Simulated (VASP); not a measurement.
Here is a VASP 6.6.1 calculation.

File INCAR:

```
SYSTEM = HfH2
PREC = Accurate
ENCUT = 520
EDIFF = 1E-7
ISMEAR = 0
SIGMA = 0.15
LREAL = .FALSE.
LASPH = .TRUE.
NELM = 100
ALGO = Normal
ISIF = 2
LWAVE = .FALSE.
LCHARG = .TRUE.
GGA = PS
LELF = .TRUE.
LVHAR = .TRUE.
NBANDS = 13
```

The input KPOINTS:

```
Automatic mesh
0
G
  20 20 20
  0 0 0
```

Contents of POSCAR:

```
HfH2
1.0
   -1.7390000000      1.7390000000      2.1805000000
    1.7390000000     -1.7390000000      2.1805000000
    1.7390000000      1.7390000000     -2.1805000000
Hf H
1 2
Direct
    0.0000000000      0.0000000000      0.0000000000
    0.7671978904      0.2671978904      0.5000000000
    0.2671978904      0.7671978904      0.5000000000
```

Potentials or basis: VASP PAW PBE potentials, release 64 (Hf_pv, H).

Run with:

```bash
$ cat potpaw_PBE.64/Hf_pv/POTCAR potpaw_PBE.64/H/POTCAR > POTCAR
$ mpirun -np 1 vasp_std > vasp.out
```

Problem. Estimate the pressure.

Solution. -5.5 GPa.

Problem. Estimate the largest force.

Solution. 0.682 eV/Å.

Problem. What does it give for the band gap on the k mesh?

Solution. Zero (band 6 reaches 5.81 eV, above the bottom of band 7 at 4.75 eV).

Stress tensor (GPa, compression positive):
```
-5.03  0.00  0.00
 0.00 -5.03  0.00
 0.00  0.00 -6.37
```

Caveat: the cell differs from its parent crystal (all H atoms moved +0.075 Å, as atom 2 along Cartesian [0 0 1]); the PAW data sets were made with another functional, which shifts forces and pressure a little; spin-orbit coupling is left out, which moves the levels of the heavy elements.
